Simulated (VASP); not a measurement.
**Sm2Si: relaxation of cell and atoms with PBE**

The system is Sm2Si.

```
Sm Si
1.0
     4.29468    0.00000    0.00000
    -2.14734    3.71931    0.00000
     0.00000    0.00000    5.73427
Sm Si
2 1
Cartesian
  0.0000 2.4795 1.4773
  2.1473 1.2398 4.2570
  0.0000 0.0000 0.0000
```

The cell was generated, and may not be a known phase.

```json
{
 "Program": "VASP 6.6.1",
 "Task": "relaxation of cell and atoms",
 "Functional": "PBE",
 "Potentials or basis": "VASP PAW PBE potentials, release 64 (Sm_3, Si), 4f in core",
 "Cutoff": "500 eV",
 "k mesh": "12 × 12 × 8",
 "Occupations": "gaussian, width 0.1 eV",
 "Spin": "no spin polarisation",
 "Dipole correction": "no",
 "Further INCAR settings": "ALGO = Normal; EDIFF = 1e-07; IBRION = 2; EDIFFG = -0.01; NSW = 100; ISIF = 3"
}
```

| Property | Result |
| --- | --- |
| Relaxed volume | 32.92 Å³/atom |
| Relaxed cell | a = 4.085 Å, b = 4.085 Å, c = 6.833 Å, α = 90.00°, β = 90.00°, γ = 120.00° |
| Space group after relaxing (to 0.1 Å) | P-3m1 (No. 164) |
| Energy gained by relaxing | 45.6 meV/atom |
| Ionic steps | 31 |
| Pressure after relaxing | 0.0 GPa |
| Largest force after relaxing | 0.008 eV/Å |
| Band gap on the k mesh | zero (bands 13 and 14 overlap by 0.60 eV) |

Forces on the atoms (eV/Å):
```
Sm   0.000  0.000 -0.008
Sm   0.000  0.000  0.008
Si   0.000  0.000  0.000
```

The path:
```
step  energy change (eV)  largest force (eV/Å)  pressure (GPa)  volume (Å³)
   1              0.0000                0.0268            0.44        91.59
   2             -0.0019                0.0542           -0.13        92.72
   3             -0.0019                0.0556           -0.14        92.74
   4             -0.0045                0.0619           -0.19        93.10
   5             -0.0153                0.0898           -0.38        94.17
   6             -0.0435                0.1807           -0.83        96.20
   7             -0.0857                0.4722           -1.92        99.91
   8             -0.0846                0.4376           -1.79        99.54
   9             -0.0853                0.4558           -1.85        99.73
  10             -0.0857                0.4593           -1.86        99.77
  11             -0.0868                0.4701           -1.90        99.88
  12             -0.0883                0.4913           -1.96       100.09
  13             -0.0884                0.5313           -2.09       100.51
  14             -0.0889                0.5080           -2.02       100.27
  15             -0.0907                0.5007           -1.97       100.18
  16             -0.0959                0.4780           -1.82        99.89
  17             -0.1051                0.4314           -1.51        99.32
  18             -0.1190                0.3340           -0.88        98.18
  19             -0.1273                0.1217            0.49        95.92
  20             -0.1278                0.1658            0.20        96.36
  21             -0.1284                0.1589            0.20        96.43
  22             -0.1301                0.1380            0.20        96.63
  23             -0.1327                0.0959            0.20        97.02
  24             -0.1353                0.0106            0.20        97.82
  25             -0.1354                0.0106            0.20        98.02
  26             -0.1362                0.0255           -0.09        98.72
  27             -0.1362                0.0290           -0.12        98.79
  28             -0.1367                0.0188           -0.07        98.77
  29             -0.1368                0.0135           -0.04        98.76
  30             -0.1368                0.0032            0.02        98.73
  31             -0.1369                0.0084           -0.01        98.75
```

Final structure:
```
CELL_PARAMETERS angstrom
4.08510 0.00000 0.00000
-2.04255 3.53780 0.00000
0.00000 0.00000 6.83250
ATOMIC_POSITIONS crystal
Sm 0.33333 0.66667 0.24096
Sm 0.66667 0.33333 0.75904
Si 0.00000 0.00000 0.00000
```

Levels at points of the mesh, in eV from the Fermi level:
```tsv
k point	band 10	band 11	band 12	band 13	band 14	band 15	band 16	band 17
(0.00, 0.00, 0.00)	-2.85	-1.33	-0.44	-0.44	1.09	1.57	1.57	2.01
(0.50, 0.00, 0.00)	-2.70	-1.21	-0.74	-0.65	0.01	0.72	3.44	3.70
(0.00, 0.00, 0.50)	-3.49	-0.54	-0.54	-0.18	0.26	1.31	1.31	2.61
(0.50, 0.00, 0.50)	-2.66	-1.29	-0.48	-0.30	0.22	0.29	2.34	2.67
```

Run time: 43 min on 1 thread of Intel(R) Xeon(R) Platinum 8559C (Emerald Rapids), on a shared host, peak memory 0.36 GiB.

Caveat: a cell axis changed by over 15 % at a fixed basis, so the end point is rough; spin-orbit coupling is left out, which moves the levels of the heavy elements; the 4f electrons are frozen in the core, so they carry no moment and show no levels. Spin polarisation is off, so any magnetic state and its effect on volume and gap are missing.
